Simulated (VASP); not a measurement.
# Au (P-1) in VASP: a series of runs

Au is run at these levels: PBEsol; tasks: single point.

Program: VASP 6.6.1. These are calculated values, not measurements. Logs are shortened: lines on timing, memory, paths and dates and some standing lists are left out, and cuts for length are marked.

## (1) The cell of the first run

The typed cell holds 2 atoms: a = 2.777 Å, b = 2.782 Å, c = 5.121 Å, α = 103.14°, β = 102.66°, γ = 90.26°.

## (2) Single point, PBEsol

The input, INCAR:

```
ALGO = Fast ; EDIFF = 1E-7
ENCUT = 520 ; GGA = PS
ISIF = 2 ; ISMEAR = -1
LASPH = T ; LCHARG = T
LELF = T ; LREAL = F
LVHAR = T ; LWAVE = F
NBANDS = 18 ; NELM = 100
PREC = Accurate ; SIGMA = 0.05
```

The input, KPOINTS:

```
k-points
0
Gamma
  10 10 6
```

The input, POSCAR:

```
Au
1.0
    2.7774372439      0.0000000000      0.0000000000
   -0.0127802532      2.7820643814      0.0000000000
   -1.1225128459     -1.1693899293      4.8574651452
Au
2
Direct
    0.6728620000      0.6659620000      0.2740550000
    0.3271380000      0.3340380000      0.7259450000
```

Potentials or basis: VASP PAW PBE potentials, release 64 (Au).

Command:

```sh
cat potpaw_PBE.64/Au/POTCAR > POTCAR
mpirun -np 1 vasp_std > vasp.out
```

OUTCAR:

```text
EDIFF = 1E-7
   ENCUT = 520
   GGA = PS
   ISIF = 2
   ISMEAR = -1
   LASPH = T
   LREAL = F
   NELM = 100
   PREC = Accurate

 ion  position               nearest neighbor table
   1  0.673  0.666  0.274-   2 2.70   2 2.88   2 2.94   2 2.96   2 3.01
   2  0.327  0.334  0.726-   1 2.70   1 2.88   1 2.94   1 2.96   1 3.01

  LATTYP: Found a triclinic cell.
 ALAT       =     2.7774372439
 B/A-ratio  =     1.4186468224
 C/A-ratio  =     2.8424930260
 COS(alpha) =     0.0022337933
 COS(beta)  =     0.5581870929
 COS(gamma) =     0.7081406305

  Lattice vectors:

 A1 = (  -2.7774372439,   0.0000000000,   0.0000000000)
 A2 = (  -2.7902174971,   2.7820643814,   0.0000000000)
 A3 = (  -4.4068011355,  -4.3947388335,  -4.8574651452)

Analysis of symmetry for initial positions (statically):
=====================================================================
 Subroutine PRICEL returns:
 Original cell was already a primitive cell.

 Routine SETGRP: Setting up the symmetry group for a
 triclinic supercell.

 Subroutine GETGRP returns: Found  2 space group operations
 (whereof  2 operations were pure point group operations)
 out of a pool of  2 trial point group operations.

The static configuration has the point symmetry S_2 .

Analysis of symmetry for dynamics (positions and initial velocities):
=====================================================================
 Subroutine PRICEL returns:
 Original cell was already a primitive cell.

 Routine SETGRP: Setting up the symmetry group for a
 triclinic supercell.

 Subroutine GETGRP returns: Found  2 space group operations
 (whereof  2 operations were pure point group operations)
 out of a pool of  2 trial point group operations.

The dynamic configuration has the point symmetry S_2 .

 Subroutine INISYM returns: Found  2 space group operations
 (whereof  2 operations are pure point group operations),
 and found     1 'primitive' translations

----------------------------------------------------------------------------------------

                                     Primitive cell

  volume of cell :      37.5337

  direct lattice vectors                    reciprocal lattice vectors
     2.777437244  0.000000000  0.000000000     0.360044139  0.001653972  0.083600869
    -0.012780253  2.782064381  0.000000000     0.000000000  0.359445312  0.086533143
    -1.122512846 -1.169389929  4.857465145     0.000000000  0.000000000  0.205868693

  length of vectors
     2.777437244  2.782093736  5.120788566     0.369626328  0.369714643  0.205868693

  position of ions in fractional coordinates (direct lattice)
     0.672862000  0.665962000  0.274055000
     0.327138000  0.334038000  0.725945000

  ion indices of the primitive-cell ions
   primitive index   ion index
                 1           1
                 2           2

----------------------------------------------------------------------------------------

 KPOINTS: k-points

Automatic generation of k-mesh.
 Grid dimensions read from file:
 generate k-points for:   10   10    6

 Generating k-lattice:

  Cartesian coordinates                     Fractional coordinates (reciprocal lattice)
     0.036004414  0.000165397  0.008360087     0.100000000  0.000000000  0.000000000
     0.000000000  0.035944531  0.008653314     0.000000000  0.100000000  0.000000000
     0.000000000  0.000000000  0.034311449     0.000000000  0.000000000  0.166666667

  Length of vectors
     0.036962633  0.036971464  0.034311449

  Shift w.r.t. Gamma in fractional coordinates (k-lattice)
     0.000000000  0.000000000  0.000000000

 Subroutine IBZKPT returns following result:
 ===========================================

 Found    304 irreducible k-points:

 Following reciprocal coordinates:
            Coordinates               Weight
  0.000000  0.000000  0.000000      1.000000
  0.100000  0.000000 -0.000000      2.000000
  0.200000  0.000000 -0.000000      2.000000
  0.300000  0.000000  0.000000      2.000000
  0.400000  0.000000  0.000000      2.000000
  0.500000  0.000000 -0.000000      1.000000
[... 16 lines left out ...]
 -0.400000  0.200000  0.000000      2.000000
 -0.300000  0.200000 -0.000000      2.000000
 [... further k-points ...]
   k-points           NKPTS =    304   k-points in BZ     NKDIM =    304   number of bands    NBANDS=     18
   number of dos      NEDOS =    301   number of ions     NIONS =      2
   total plane-waves  NPLWV =  23040
   dimension x,y,z NGX =    24 NGY =   24 NGZ =   40
   dimension x,y,z NGXF=    48 NGYF=   48 NGZF=   80
   ions per type =               2
   NGX,Y,Z   is equivalent  to a cutoff of  14.37, 14.34, 12.99 a.u.
   NGXF,Y,Z  is equivalent  to a cutoff of  28.73, 28.68, 25.97 a.u.
 SYSTEM =  unknown system
   PREC   = accura    normal or accurate (medium, high low for compatibility)
   ISTART =      0    job   : 0-new  1-cont  2-samecut
   ICHARG =      2    charge: 1-file 2-atom 10-const
   ISPIN  =      1    spin polarized calculation?
   LNONCOLLINEAR =      F non collinear calculations
   LSORBIT =      F    spin-orbit coupling
   LASPH  =      T    aspherical Exc in radial PAW
   ENCUT  =  520.0 eV  38.22 Ry    6.18 a.u.   5.16  5.17  9.52*2*pi/ulx,y,z
   NELM   =    100;   NELMIN=  2; NELMDL= -5     # of ELM steps
   EDIFF  = 0.1E-06   stopping-criterion for ELM
   LREAL  =      F    real-space projection
   EDIFFG = 0.1E-05   stopping-criterion for IOM
   NSW    =      0    number of steps for IOM
   IBRION =     -1    ionic relax: 0-MD 1-quasi-New 2-CG
   NFREE  =      0    steps in history (QN), initial steepest desc. (CG)
   ISIF   =      2    stress and relaxation
   ISYM   =      2    0-nonsym 1-usesym 2-fastsym
   POTIM  = 0.5000    time-step for ionic-motion
   TEBEG  =    0.0;   TEEND  =   0.0 temperature during run
   PSTRESS=    0.0 pullay stress
   NELECT =      22.0000    total number of electrons
   NUPDOWN=      -1.0000    fix difference up-down
   EMIN   =  10.00;   EMAX   =-10.00  energy-range for DOS
   EFERMI =   0.00;   METHOD = LEGACY
   ISMEAR =    -1;   SIGMA  =   0.05  broadening in eV -4-tet -1-fermi 0-gaus
   EFERMI_NEDOS =   21; number of points for ismear=-14 and -15
   IALGO  =     68    algorithm
   IMIX   =      4    mixing-type and parameters
     AMIX     =   0.40;   BMIX     =  1.00
     AMIX_MAG =   1.60;   BMIX_MAG =  1.00
  volume/ion in A,a.u.               =      18.77       126.64
  Fermi-wavevector in a.u.,A,eV,Ry     =   1.370068  2.589052 25.539297  1.877085
  Thomas-Fermi vector in A             =   2.495887
   LORBIT       =      0    0 simple, 1 ext, 2 COOP (PROOUT), +10 PAW based schemes
   GGA     = PS    functional components
   LHFCALC =     F    Hartree Fock is set to
   AEXX    =    0.0000 exact exchange contribution
   IVDW    =     0    specifies the selected vdW correction
   LEPSILON=     F    determine dielectric tensor
   LRPA    =     F    only Hartree local field effects (RPA)
 non-spin polarized calculation
 RMM-DIIS sequential band-by-band and
  energy-cutoff  :      520.00
  volume of cell :       37.53
 maximum number of plane-waves:      1023
 NGX is ok and might be reduce to    24
   NGX = 11   NGY = 11   NGZ = 19

 number of electron      22.0000000 magnetization

 Free energy of the ion-electron system (eV)
  ---------------------------------------------------
  ext. energy  EPLUGINS =         0.00000000
  ---------------------------------------------------
  free energy    TOTEN  =        -7.55535211 eV

  energy without entropy =       -7.55185366  energy(sigma->0) =       -7.55360288

 E-fermi :   7.5628     XC(G=0): -12.2393

 val. band max:        7.5184545024   @ k =   0.3000  -0.2000   0.3333
 cond. band min:       7.5851322263   @ k =   0.4000   0.3000   0.0000
 fundamental gap:      0.0666777239
 Fermi energy:         7.5627629564

 k-point     1 :       0.0000    0.0000    0.0000
  band No.  band energies     occupation
      1      -1.3012      2.00000
      2       1.2729      2.00000
      3       1.6107      2.00000
      4       2.1687      2.00000
      5       2.7670      2.00000
      6       4.6382      2.00000
[... 10 lines left out ...]
     17      23.6272      0.00000
     18      25.4303      0.00000

 k-point     2 :       0.1000    0.0000   -0.0000
  band No.  band energies     occupation
      1      -1.0484      2.00000
      2       1.4346      2.00000
      3       1.7644      2.00000
      4       2.2983      2.00000
      5       2.8632      2.00000
      6       4.4159      2.00000
[... 10 lines left out ...]
     17      23.8955      0.00000
     18      25.4283      0.00000

 k-point     3 :       0.2000    0.0000   -0.0000
  band No.  band energies     occupation
      1      -0.3626      2.00000
      2       1.6278      2.00000
      3       2.3879      2.00000
      4       2.5338      2.00000
      5       3.2434      2.00000
      6       3.7200      2.00000
[... 10 lines left out ...]
     17      24.6396      0.00000
     18      24.9594      0.00000

 k-point     4 :       0.3000    0.0000    0.0000
  band No.  band energies     occupation
      1       0.5130      2.00000
      2       1.7583      2.00000
      3       2.5906      2.00000
      4       2.9383      2.00000
      5       3.2273      2.00000
      6       3.9378      2.00000
[... 375 lines left out ...]
      4       2.8739      2.00000
      5       3.3331      2.00000
      6       3.7745      2.00000
[... 10 lines left out ...]
     17      21.6979      0.00000
     18      22.6985      0.00000

 k-point    23 :      -0.4000    0.2000    0.0000
  band No.  band energies     occupation
      1       1.5541      2.00000
      2       2.4072      2.00000
      3       2.5390      2.00000
      4       2.9184      2.00000
      5       3.3533      2.00000
      6       3.7553      2.00000
[... 10 lines left out ...]
     17      21.4452      0.00000
     18      23.1031      0.00000

 k-point    24 :      -0.3000    0.2000   -0.0000
  band No.  band energies     occupation
      1       1.1047      2.00000
      2       2.5935      2.00000
      3       2.6362      2.00000
      4       2.9892      2.00000
      5       3.2925      2.00000
      6       3.7597      2.00000
[... 10 lines left out ...]
     17      20.4202      0.00000
     18      24.8028      0.00000

 [... further k-points ...]

------------------------ aborting loop because EDIFF is reached ----------------------------------------

  FORCE on cell =-STRESS in cart. coord.  units (eV):
  Direction    XX          YY          ZZ          XY          YZ          ZX
  --------------------------------------------------------------------------------------
  -------------------------------------------------------------------------------------
  Total       -0.9302190     -1.0091353     -0.4050778      0.0633038      0.1906308      0.2453447
  in kB      -39.7076944    -43.0763481    -17.2913082      2.7022101      8.1373422     10.4728785
  external PRESSURE =     -33.3584502 kB  Pullay stress =       0.0000000 kB

 VOLUME and BASIS-vectors are now :
 -----------------------------------------------------------------------------
  energy-cutoff  :      520.00
  volume of cell :       37.53
      direct lattice vectors                 reciprocal lattice vectors
     2.777437244  0.000000000  0.000000000     0.360044139  0.001653972  0.083600869
    -0.012780253  2.782064381  0.000000000     0.000000000  0.359445312  0.086533143
    -1.122512846 -1.169389929  4.857465145     0.000000000  0.000000000  0.205868693

 POSITION                                       TOTAL-FORCE (eV/Angst)
 -----------------------------------------------------------------------------------
      1.55269      1.53227      1.33121         0.034613      0.031760      0.077308
      0.08945      0.08040      3.52625        -0.034613     -0.031760     -0.077308
 -----------------------------------------------------------------------------------
    total drift:                                0.000000     -0.000000      0.000000

  FREE ENERGIE OF THE ION-ELECTRON SYSTEM (eV)
  ---------------------------------------------------
  free  energy   TOTEN  =        -7.5553521067 eV

  energy  without entropy=       -7.5518536617  energy(sigma->0) =       -7.55360288
```

Run time: 1.8 min. Hardware: 1 thread of AMD EPYC 9R45 (Zen 5), shared host; peak memory 0.26 GiB.

What came out:

```yaml
Free_energy: -7.5554 eV
Pressure: -3.3 GPa
Largest_force: 0.090 eV/Å
Band_gap_on_the_k_mesh: zero (band 11 reaches 10.92 eV, above the bottom of band 12 at 5.97 eV)
```

Forces on the atoms (eV/Å):
```
Au   0.035  0.032  0.077
Au  -0.035 -0.032 -0.077
```

Stress tensor (GPa, compression positive):
```
-3.97  0.27  1.05
 0.27 -4.31  0.81
 1.05  0.81 -1.73
```

Caveat: the PAW data sets were made with another functional, which shifts forces and pressure a little; spin-orbit coupling is left out, which moves the levels of the heavy elements.

[end of part 1 of 2]
